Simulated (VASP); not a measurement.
AlRu: single point with PBE

Crystal: AlRu.

```xyz
2
Lattice="2.9916 0.0000 0.0000 0.0000 2.9916 0.0000 0.0000 0.0000 2.9916" Properties=species:S:1:pos:R:3 pbc="T T T"
Al    0.0000    0.0000    0.0000
Ru    1.4958    1.4958    1.4958
```

```
Program                : VASP 6.6.1
Task                   : single point
Functional             : PBE
Potentials or basis    : VASP PAW PBE potentials, release 64 (Al, Ru_pv)
Cutoff                 : 520 eV
k mesh                 : 11 × 11 × 11
Occupations            : methfessel-paxton, width 0.1 eV
Spin                   : no spin polarisation
Dipole correction      : no
Further INCAR settings : ALGO = Normal; EDIFF = 1e-06; NBANDS = 16
```

* Pressure: 2.6 GPa

Levels at points of the mesh, in eV from the Fermi level:
```csv
k point,band 6,band 7,band 8,band 9,band 10,band 11,band 12,band 13
"(0.00, 0.00, 0.00)",-3.57,0.17,0.17,0.17,6.08,6.08,6.08,10.98
```

It took 9.3 s on 1 thread of Intel(R) Xeon(R) Platinum 8488C (Sapphire Rapids), with other jobs on the host, peak memory 0.15 GiB.
